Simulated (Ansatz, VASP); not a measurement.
## FeNi3 in VASP and in Ansatz

INCAR

```
SYSTEM = FeNi3
ALGO = Normal ; EDIFF = 1E-6
ENCUT = 520 ; GGA = PE
ISIF = 2 ; ISMEAR = -1
ISPIN = 2 ; LASPH = .TRUE.
LCHARG = .FALSE. ; LMAXMIX = 4
LORBIT = 11 ; LREAL = .FALSE.
LWAVE = .FALSE. ; MAGMOM = 1 1 1 3
NBANDS = 31 ; NELM = 150
PREC = Accurate ; SIGMA = 0.05
```

File KPOINTS:

```
k-points
0
G
  8 8 8
  0 0 0
```

Contents of POSCAR:

```
FeNi3
1.0
    3.4970887214      0.0000000000      0.0000000000
    0.0000000000      3.4970887214      0.0000000000
    0.0000000000      0.0000000000      3.4970887214
Ni Fe
3 1
Direct
    0.5000000000      0.5000000000      0.0000000000
    0.5000000000      0.0000000000      0.5000000000
    0.0000000000      0.5000000000      0.5000000000
    0.0000000000      0.0000000000      0.0000000000
```

input.yaml

```yaml
crystal:
  lattice:
    - [3.4970887214, 0.0, 0.0]
    - [0.0, 3.4970887214, 0.0]
    - [0.0, 0.0, 3.4970887214]
  atoms:
    - { symbol: Ni, position: [0.5, 0.5, 0.0], spin: 1.0 }
    - { symbol: Ni, position: [0.5, 0.0, 0.5], spin: 1.0 }
    - { symbol: Ni, position: [0.0, 0.5, 0.5], spin: 1.0 }
    - { symbol: Fe, position: [0.0, 0.0, 0.0], spin: 3.0 }
hamiltonian:
  xc: pbe
  pseudopotentials: { kind: paw }
magnetization:
  spin_polarized: true
kpoints:
  mp_grid: { grid: [8, 8, 8] }
scf:
  occupations: { method: fermi_dirac, width: 0.05 }
output:
  forces: true
  stress: true
  eigenvalues: true
  write_density: true
  write_potential: true
  elf: true
  volumetric_format: npy
```

Alike in both runs: task single point; functional PBE; k mesh 8 × 8 × 8; occupations fermi-dirac, width 0.05 eV; collinear spin.

```csv
,VASP,Ansatz
version,VASP 6.6.1,Ansatz 0.2.0
potentials or method,"VASP PAW PBE potentials, release 64 (Ni, Fe)",Ansatz PAW
plane-wave cutoff (eV),520,420
valence electrons in the cell,38,70
```

Ansatz gave:

- gap on the k mesh at the Fermi level (eV): none
- pressure (GPa): 8.7
- net moment per atom (μB): 1.19
- size of the moment on the site where the two differ most (μB): 0.68

Problem. Estimate VASP's values.

Solution. gap on the k mesh at the Fermi level (eV): none; pressure (GPa): 8.4; net moment per atom (μB): 1.18; size of the moment on the site where the two differ most (μB): 0.62.

Site moments also hang on the region over which each program counts them. A gap of «none» marks a metal or a gap that the smearing closes. VASP's potentials hold 38 valence electrons a cell and Ansatz's 70, so a difference there can come from the potentials and not from the codes.
